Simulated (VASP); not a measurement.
A run of VASP 6.6.1 is set up as follows.

File INCAR:

```
PREC = Accurate
ENCUT = 520
EDIFF = 1E-7
ISMEAR = 0
SIGMA = 0.05
LREAL = Auto
LASPH = T
NELM = 60
ALGO = Normal
ISIF = 2
LWAVE = F
LCHARG = T
GGA = PE
IVDW = 12
LELF = T
LVHAR = T
NBANDS = 66
```

File KPOINTS:

```
regular mesh
0
Gamma
  3 3 1
```

The input POSCAR:

```
TiAl27
1.0
    8.5913470000      0.0000000000      0.0000000000
    4.2956740000      7.4403250000      0.0000000000
    0.0000000000      0.0000000000     15.6765370000
Al Ti
27 1
Direct
    0.1111111000      0.1111111000      0.0637896000
    0.4444444000      0.1111111000      0.0637896000
    0.7777778000      0.1111111000      0.0637896000
    0.1111111000      0.4444444000      0.0637896000
    0.4444444000      0.4444444000      0.0637896000
    0.7777778000      0.4444444000      0.0637896000
    0.1111111000      0.7777778000      0.0637896000
    0.4444444000      0.7777778000      0.0637896000
    0.7777778000      0.7777778000      0.0637896000
   -0.1076733534      0.2262488641      0.2137439462
    0.2215282314      0.2169632200      0.2105618993
    0.5608309958      0.2229175608      0.2078338382
   -0.1162138806      0.5549378590      0.2107335424
    0.2208344289      0.5545326336      0.2101815872
    0.5510679865      0.5521669765      0.2137514081
   -0.1101518922      0.8939712035      0.2079550439
    0.2187939683      0.8845754228      0.2137181234
    0.5527079192      0.8858796785      0.2109466795
   -0.0004381607      0.0126013911      0.3596374612
    0.3360641972     -0.0093160149      0.3580120793
    0.6695044797      0.0030553036      0.3535885226
    0.0142712241      0.3479530805      0.3688915203
    0.3573608819      0.3084209983      0.3475562954
    0.6779478365      0.3337411368      0.3596899538
   -0.0247958114      0.6910967089      0.3482493633
    0.3272782662      0.6611540710      0.3667402622
    0.6573077543      0.6695250494      0.3579923022
    0.1813602119      0.5129498982      0.4682543676
```

Potentials or basis: VASP PAW PBE potentials, release 64 (Al, Ti_sv).

Run with:

```bash
$ cat potpaw_PBE.64/Al/POTCAR potpaw_PBE.64/Ti_sv/POTCAR > POTCAR
$ mpirun -np 1 vasp_std > vasp.out
```

Problem. What does it give for the band gap on the k mesh?

Solution. Zero (an odd number of electrons rules out a gap without spin polarisation).

Problem. Estimate the dispersion energy per atom.

Solution. -0.236 eV.

Forces in eV/Å, atoms in the order of the input:
```
Al  -0.032  0.063  0.026
Al  -0.092 -0.084 -0.060
Al   0.153  0.088 -0.156
Al  -0.076 -0.043  0.122
Al   0.092  0.002  0.031
Al   0.037 -0.061  0.027
Al   0.047  0.079  0.034
Al  -0.020 -0.012  0.048
Al  -0.114 -0.040 -0.056
Al   0.001 -0.004 -0.001
Al   0.005  0.004  0.003
Al   0.000  0.000 -0.004
Al   0.008  0.002  0.003
Al  -0.008 -0.003 -0.004
Al   0.003  0.002 -0.001
Al  -0.001  0.004  0.000
Al  -0.001  0.004  0.001
Al   0.000  0.002  0.000
Al  -0.004 -0.001  0.000
Al   0.000 -0.002 -0.003
Al   0.000 -0.005 -0.005
Al  -0.005 -0.002 -0.002
Al   0.000 -0.007  0.004
Al   0.003 -0.009  0.000
Al  -0.009  0.004 -0.008
Al   0.000  0.004  0.006
Al  -0.002  0.003 -0.002
Ti   0.012  0.012 -0.003
```
